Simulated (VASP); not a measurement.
# As (Pm-3m) in VASP: further runs

The runs below take As through single point, relaxation of cell and atoms, with r2SCAN.

Program: VASP 6.6.1. These are calculated values, not measurements. Logs are shortened: lines on timing, memory, paths and dates and some standing lists are left out, and cuts for length are marked.

## Step 1: The cell of the first run

It takes space group Pm-3m (No. 221, cubic). Conventional cell: a = 2.705 Å, b = 2.705 Å, c = 2.705 Å, α = 90.00°, β = 90.00°, γ = 90.00°. As (site symmetry m-3m) has 6 As at 2.70 Å within 3.6 Å.

This isn't the form of As at room conditions, which is rhombohedral.

## Step 2: Single point, r2SCAN

Contents of POSCAR:

```
As
1.0
    2.7049984542      0.0000000000      0.0000000000
    0.0000000000      2.7049984542      0.0000000000
    0.0000000000      0.0000000000      2.7049984542
As
1
Direct
    0.0000000000      0.0000000000      0.0000000000
```

Contents of INCAR.step1:

```
PREC = Accurate
ENCUT = 520
ISMEAR = 0
SIGMA = 0.1
LREAL = F
LASPH = T
NELM = 60
NBANDS = 8
GGA = PE
ALGO = Normal
EDIFF = 1E-4
LWAVE = T
LCHARG = F
```

Contents of INCAR.step2:

```
PREC = Accurate
ENCUT = 520
EDIFF = 1E-6
ISMEAR = 0
SIGMA = 0.1
LREAL = F
LASPH = T
NELM = 60
ALGO = Normal
ISIF = 2
LWAVE = F
LCHARG = F
METAGGA = R2SCAN
LMIXTAU = T
NBANDS = 8
ISTART = 1
```

Contents of KPOINTS:

```
Automatic mesh
0
Gamma
  16 16 16
```

Potentials or basis: VASP PAW PBE potentials, release 64 (As).

On the command line:

```sh
$ cat potpaw_PBE.64/As/POTCAR > POTCAR
$ cp INCAR.step1 INCAR
$ mpirun -np 1 vasp_std > vasp.out
$ cp INCAR.step2 INCAR
$ mpirun -np 1 vasp_std > vasp.out
```

OUTCAR:

```text
PREC = Accurate
   ENCUT = 520
   EDIFF = 1E-6
   ISMEAR = 0
   LREAL = F
   LASPH = T
   NELM = 60
   ISIF = 2
   METAGGA = R2SCAN
   ISTART = 1

 ion  position               nearest neighbor table
   1  0.000  0.000  0.000-

  LATTYP: Found a simple cubic cell.
 ALAT       =     2.7049984542

  Lattice vectors:

 A1 = (   2.7049984542,   0.0000000000,   0.0000000000)
 A2 = (   0.0000000000,   2.7049984542,   0.0000000000)
 A3 = (   0.0000000000,   0.0000000000,   2.7049984542)

Analysis of symmetry for initial positions (statically):
=====================================================================
 Subroutine PRICEL returns:
 Original cell was already a primitive cell.

 Routine SETGRP: Setting up the symmetry group for a
 simple cubic supercell.

 Subroutine GETGRP returns: Found 48 space group operations
 (whereof 48 operations were pure point group operations)
 out of a pool of 48 trial point group operations.

The static configuration has the point symmetry O_h .

Analysis of symmetry for dynamics (positions and initial velocities):
=====================================================================
 Subroutine PRICEL returns:
 Original cell was already a primitive cell.

 Routine SETGRP: Setting up the symmetry group for a
 simple cubic supercell.

 Subroutine GETGRP returns: Found 48 space group operations
 (whereof 48 operations were pure point group operations)
 out of a pool of 48 trial point group operations.

The dynamic configuration has the point symmetry O_h .

 Subroutine INISYM returns: Found 48 space group operations
 (whereof 48 operations are pure point group operations),
 and found     1 'primitive' translations

----------------------------------------------------------------------------------------

                                     Primitive cell

  volume of cell :      19.7925

  direct lattice vectors                    reciprocal lattice vectors
     2.704998454  0.000000000  0.000000000     0.369685978  0.000000000  0.000000000
     0.000000000  2.704998454  0.000000000     0.000000000  0.369685978  0.000000000
     0.000000000  0.000000000  2.704998454     0.000000000  0.000000000  0.369685978

  length of vectors
     2.704998454  2.704998454  2.704998454     0.369685978  0.369685978  0.369685978

  position of ions in fractional coordinates (direct lattice)
     0.000000000  0.000000000  0.000000000

  ion indices of the primitive-cell ions
   primitive index   ion index
                 1           1

----------------------------------------------------------------------------------------

 KPOINTS: Automatic mesh

Automatic generation of k-mesh.
 Grid dimensions read from file:
 generate k-points for:   16   16   16

 Generating k-lattice:

  Cartesian coordinates                     Fractional coordinates (reciprocal lattice)
     0.023105374  0.000000000  0.000000000     0.062500000  0.000000000  0.000000000
     0.000000000  0.023105374  0.000000000     0.000000000  0.062500000  0.000000000
     0.000000000  0.000000000  0.023105374     0.000000000  0.000000000  0.062500000

  Length of vectors
     0.023105374  0.023105374  0.023105374

  Shift w.r.t. Gamma in fractional coordinates (k-lattice)
     0.000000000  0.000000000  0.000000000

 Subroutine IBZKPT returns following result:
 ===========================================

 Found    165 irreducible k-points:

 Following reciprocal coordinates:
            Coordinates               Weight
  0.000000  0.000000  0.000000      1.000000
  0.062500  0.000000  0.000000      6.000000
  0.125000  0.000000  0.000000      6.000000
  0.187500  0.000000  0.000000      6.000000
  0.250000  0.000000  0.000000      6.000000
  0.312500  0.000000  0.000000      6.000000
[... 16 lines left out ...]
  0.437500  0.125000  0.000000     24.000000
  0.500000  0.125000  0.000000     12.000000
 [... further k-points ...]
   k-points           NKPTS =    165   k-points in BZ     NKDIM =    165   number of bands    NBANDS=      8
   number of dos      NEDOS =    301   number of ions     NIONS =      1
   total plane-waves  NPLWV =   8000
   dimension x,y,z NGX =    20 NGY =   20 NGZ =   20
   dimension x,y,z NGXF=    40 NGYF=   40 NGZF=   40
   ions per type =               1
   NGX,Y,Z   is equivalent  to a cutoff of  12.29, 12.29, 12.29 a.u.
   NGXF,Y,Z  is equivalent  to a cutoff of  24.58, 24.58, 24.58 a.u.
 SYSTEM =  unknown system
   PREC   = accura    normal or accurate (medium, high low for compatibility)
   ISTART =      1    job   : 0-new  1-cont  2-samecut
   ICHARG =      0    charge: 1-file 2-atom 10-const
   ISPIN  =      1    spin polarized calculation?
   LNONCOLLINEAR =      F non collinear calculations
   LSORBIT =      F    spin-orbit coupling
   LASPH  =      T    aspherical Exc in radial PAW
   ENCUT  =  520.0 eV  38.22 Ry    6.18 a.u.   5.03  5.03  5.03*2*pi/ulx,y,z
   NELM   =     60;   NELMIN=  2; NELMDL=  0     # of ELM steps
   EDIFF  = 0.1E-05   stopping-criterion for ELM
   LREAL  =      F    real-space projection
[... 7 lines left out ...]
   TEBEG  =    0.0;   TEEND  =   0.0 temperature during run
   PSTRESS=    0.0 pullay stress
   NELECT =       5.0000    total number of electrons
   NUPDOWN=      -1.0000    fix difference up-down
   EMIN   =  10.00;   EMAX   =-10.00  energy-range for DOS
   EFERMI =   0.00;   METHOD = LEGACY
   ISMEAR =     0;   SIGMA  =   0.10  broadening in eV -4-tet -1-fermi 0-gaus
   EFERMI_NEDOS =   21; number of points for ismear=-14 and -15
   IALGO  =     38    algorithm
   IMIX   =      4    mixing-type and parameters
     AMIX     =   0.40;   BMIX     =  1.00
     AMIX_MAG =   1.60;   BMIX_MAG =  1.00
  volume/ion in A,a.u.               =      19.79       133.57
  Fermi-wavevector in a.u.,A,eV,Ry     =   1.034899  1.955675 14.572046  1.071015
  Thomas-Fermi vector in A             =   2.169216
   LORBIT       =      0    0 simple, 1 ext, 2 COOP (PROOUT), +10 PAW based schemes
   METAGGA = R2SCAN    functional components
   LHFCALC =     F    Hartree Fock is set to
   AEXX    =    0.0000 exact exchange contribution
   IVDW    =     0    specifies the selected vdW correction
   LEPSILON=     F    determine dielectric tensor
   LRPA    =     F    only Hartree local field effects (RPA)
 non-spin polarized calculation
 Gauss-broadening in eV      SIGMA  =   0.10
  energy-cutoff  :      520.00
  volume of cell :       19.79
 maximum number of plane-waves:       554
   NGX = 11   NGY = 11   NGZ = 11

 number of electron       5.0000001 magnetization

 Free energy of the ion-electron system (eV)
  ---------------------------------------------------
  ext. energy  EPLUGINS =         0.00000000
  ---------------------------------------------------
  free energy    TOTEN  =       -14.55302404 eV

  energy without entropy =      -14.55192147  energy(sigma->0) =      -14.55247276

 E-fermi :   5.7870     XC(G=0): -10.9167

 val. band max:        5.7446805524   @ k =   0.1875   0.1875   0.1250
 cond. band min:       5.7940421293   @ k =   0.3125   0.3125   0.3125
 fundamental gap:      0.0493615769
 Fermi energy:         5.7870323096

 k-point     1 :       0.0000    0.0000    0.0000
  band No.  band energies     occupation
      1      -9.9011      2.00000
      2      10.1165      0.00000
      3      10.1165      0.00000
      4      10.1165      0.00000
      5      14.6756      0.00000
      6      14.6756      0.00000
      7      17.3758      0.00000
      8      31.7521      0.00000

 k-point     2 :       0.0625    0.0000    0.0000
  band No.  band energies     occupation
      1      -9.8256      2.00000
      2       9.1052      0.00000
      3      10.1835      0.00000
      4      10.1835      0.00000
      5      14.7420      0.00000
      6      15.4807      0.00000
      7      17.7814      0.00000
      8      30.5394      0.00000

 k-point     3 :       0.1250    0.0000    0.0000
  band No.  band energies     occupation
      1      -9.6004      2.00000
      2       7.1949      0.00000
      3      10.3807      0.00000
      4      10.3807      0.00000
      5      14.9391      0.00000
      6      16.4313      0.00000
      7      19.3250      0.00000
      8      28.6154      0.00000

 k-point     4 :       0.1875    0.0000    0.0000
  band No.  band energies     occupation
      1      -9.2307      2.00000
      2       5.1819      2.00000
      3      10.6969      0.00000
      4      10.6969      0.00000
      5      15.2603      0.00000
      6      17.0313      0.00000
      7      21.6390      0.00000
      8      26.7293      0.00000

 k-point     5 :       0.2500    0.0000    0.0000
  band No.  band energies     occupation
      1      -8.7277      2.00000
      2       3.2638      2.00000
      3      11.1096      0.00000
      4      11.1096      0.00000
      5      15.6912      0.00000
      6      17.6285      0.00000
      7      23.8618      0.00000
      8      25.0025      0.00000
[... 177 lines left out ...]
 k-point    22 :       0.3750    0.1250    0.0000
  band No.  band energies     occupation
      1      -7.1483      2.00000
      2       0.3195      2.00000
      3       9.3200      0.00000
      4      12.3008      0.00000
      5      17.5947      0.00000
      6      18.3828      0.00000
      7      21.9304      0.00000
      8      22.5587      0.00000

 k-point    23 :       0.4375    0.1250    0.0000
  band No.  band energies     occupation
      1      -6.5597      2.00000
      2      -0.7626      2.00000
      3       9.7395      0.00000
      4      12.6541      0.00000
      5      17.0559      0.00000
      6      18.7075      0.00000
      7      21.7612      0.00000
      8      22.3141      0.00000

 k-point    24 :       0.5000    0.1250    0.0000
  band No.  band energies     occupation
      1      -6.3028      2.00000
      2      -1.1846      2.00000
      3       9.9062      0.00000
      4      12.7897      0.00000
      5      16.7858      0.00000
      6      18.9333      0.00000
      7      21.4773      0.00000
      8      22.4318      0.00000

 [... further k-points ...]

------------------------ aborting loop because EDIFF is reached ----------------------------------------

  FORCE on cell =-STRESS in cart. coord.  units (eV):
  Direction    XX          YY          ZZ          XY          YZ          ZX
  --------------------------------------------------------------------------------------
  -------------------------------------------------------------------------------------
  Total       -0.0064673     -0.0064673     -0.0064673     -0.0000000     -0.0000000     -0.0000000
  in kB       -0.5235193     -0.5235193     -0.5235193     -0.0000000     -0.0000000     -0.0000000
  external PRESSURE =      -0.5235193 kB  Pullay stress =       0.0000000 kB

 VOLUME and BASIS-vectors are now :
 -----------------------------------------------------------------------------
  energy-cutoff  :      520.00
  volume of cell :       19.79
      direct lattice vectors                 reciprocal lattice vectors
     2.704998454  0.000000000  0.000000000     0.369685978  0.000000000  0.000000000
     0.000000000  2.704998454  0.000000000     0.000000000  0.369685978  0.000000000
     0.000000000  0.000000000  2.704998454     0.000000000  0.000000000  0.369685978

 POSITION                                       TOTAL-FORCE (eV/Angst)
 -----------------------------------------------------------------------------------
      0.00000      0.00000      0.00000         0.000000      0.000000      0.000000
 -----------------------------------------------------------------------------------
    total drift:                               -0.000000      0.000000      0.000000

  FREE ENERGIE OF THE ION-ELECTRON SYSTEM (eV)
  ---------------------------------------------------
  free  energy   TOTEN  =       -14.5530240445 eV

  energy  without entropy=      -14.5519214705  energy(sigma->0) =      -14.55247276
```

Wall time 39 s (1 thread of Intel Xeon Platinum 8488C (Sapphire Rapids), shared host); peak memory 0.14 GiB.

Results:

- Free energy: -14.5530 eV
- Pressure: -0.1 GPa
- Band gap on the k mesh: zero (an odd number of electrons rules out a gap without spin polarisation)

Caveat: the PAW data sets were made with another functional, which shifts forces and pressure a little.

[end of part 1 of 2]

The gap in the log of VASP goes by the Fermi energy; the results here count the filled bands.